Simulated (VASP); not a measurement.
Write the native input for VASP 6.6.1 that does the following.

- Task: relaxation of cell and atoms
- Functional: PBE
- Potentials or basis: VASP PAW PBE potentials, release 64 (Na_pv)
- Cutoff: 600 eV
- k mesh: 15 × 15 × 8
- Occupations: fermi-dirac, width 0.15 eV
- Spin: no spin polarisation
- Dipole correction: no
- Further INCAR settings: ALGO = Normal; EDIFF = 1e-07; IBRION = 2; EDIFFG = -0.001; NSW = 80; ISIF = 3

The structure of Na lies in POSCAR:

```
Na
1.0
    3.7442791895      0.0000000000      0.0000000000
   -1.8721395947      3.2426408970      0.0000000000
    0.0000000000      0.0000000000      6.1016454356
Na
2
Direct
    0.3333333333      0.6666666667      0.2500000000
    0.6666666667      0.3333333333      0.7500000000
```

These files were run (other wordings do the same):

INCAR

```
SYSTEM = Na
PREC = Accurate ; ENCUT = 600
EDIFF = 1E-7 ; ISMEAR = -1
SIGMA = 0.15 ; LREAL = .False.
LASPH = .True. ; NELM = 100
ALGO = Normal ; ISIF = 3
LWAVE = .False. ; LCHARG = .False.
GGA = PE ; IBRION = 2
NSW = 80 ; EDIFFG = -0.001
```

KPOINTS

```
regular mesh
0
Gamma
  15 15 8
  0 0 0
```

Potentials or basis: VASP PAW PBE potentials, release 64 (Na_pv).

Command:

```sh
$ cat potpaw_PBE.64/Na_pv/POTCAR > POTCAR
$ mpirun -np 1 vasp_std > vasp.out
```

Results of the run:

```
Relaxed volume                         : 37.25 Å³/atom
Relaxed cell                           : a = 3.751 Å, b = 3.751 Å, c = 6.115 Å, α = 90.00°, β = 90.00°, γ = 120.00°
Space group after relaxing (to 0.05 Å) : P6_3/mmc (No. 194)
Energy gained by relaxing              : 0.0 meV/atom
Ionic steps                            : 7
Pressure after relaxing                : 0.0 GPa
Band gap on the k mesh                 : zero (band 7 reaches 2.38 eV, above the bottom of band 8 at -1.92 eV)
```

Run time: 2.5 min on 1 thread of Intel(R) Xeon(R) 6975P-C (Granite Rapids), on a shared host, peak memory 0.26 GiB.
